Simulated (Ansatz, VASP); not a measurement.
# One calculation of GeW, two programs

The input INCAR:

```
SYSTEM = GeW
PREC     = Accurate       ! precision mode
ENCUT    = 520            ! plane-wave cutoff, eV
EDIFF    = 1E-7           ! SCF threshold, eV
ISMEAR   = -1             ! smearing method
SIGMA    = 0.05           ! smearing width, eV
LREAL    = .False.        ! projectors in reciprocal space
LASPH    = .True.         ! aspherical terms in the spheres
NELM     = 100            ! most SCF steps
ALGO     = Normal         ! electronic algorithm
ISIF     = 2              ! what is computed and relaxed
LWAVE    = .False.        ! write WAVECAR
LCHARG   = .False.        ! write CHGCAR
GGA      = PE             ! functional
NBANDS   = 21             ! bands
```

KPOINTS

```
regular mesh
0
Gamma
  14 14 14
  0 0 0
```

Contents of POSCAR:

```
GeW
1.0
    3.0815158092      0.0000000000      0.0000000000
    0.0000000000      3.0815158092      0.0000000000
    0.0000000000      0.0000000000      3.0815158092
W Ge
1 1
Direct
    0.0000000000      0.0000000000      0.0000000000
    0.5000000000      0.5000000000      0.5000000000
```

Input for Ansatz:

```yaml
crystal:
  lattice:
    - [3.0815158092, 0.0, 0.0]
    - [0.0, 3.0815158092, 0.0]
    - [0.0, 0.0, 3.0815158092]
  atoms:
    - { symbol: W, position: [0.0, 0.0, 0.0] }
    - { symbol: Ge, position: [0.5, 0.5, 0.5] }
kpoints:
  mp_grid: { grid: [14, 14, 14] }
scf:
  occupations: { method: fermi_dirac, width: 0.05 }
hamiltonian:
  xc: pbe
  pseudopotentials: { kind: all_electron, lapw: { basis_error: 0.001 } }
output:
  forces: true
  stress: true
  eigenvalues: true
  populations: true
```

Change from the starting cell: volume scaled by 0.95, LAPW.

Alike in both runs: task single point; functional PBE; k mesh 14 × 14 × 14; occupations fermi-dirac, width 0.05 eV; no spin polarisation.

|  | VASP | Ansatz |
| --- | --- | --- |
| version | VASP 6.6.1 | Ansatz 0.2.0 |
| potentials or method | VASP PAW PBE potentials, release 64 (W_sv, Ge_d), cutoff 520 eV | all-electron LAPW, scalar-relativistic |

```tsv
	VASP	Ansatz	Ansatz less VASP
pressure (GPa)	12.3	12.0	-0.37
```

Ansatz ran all-electron here, and VASP with PAW potentials.

Spin-orbit coupling is off throughout.
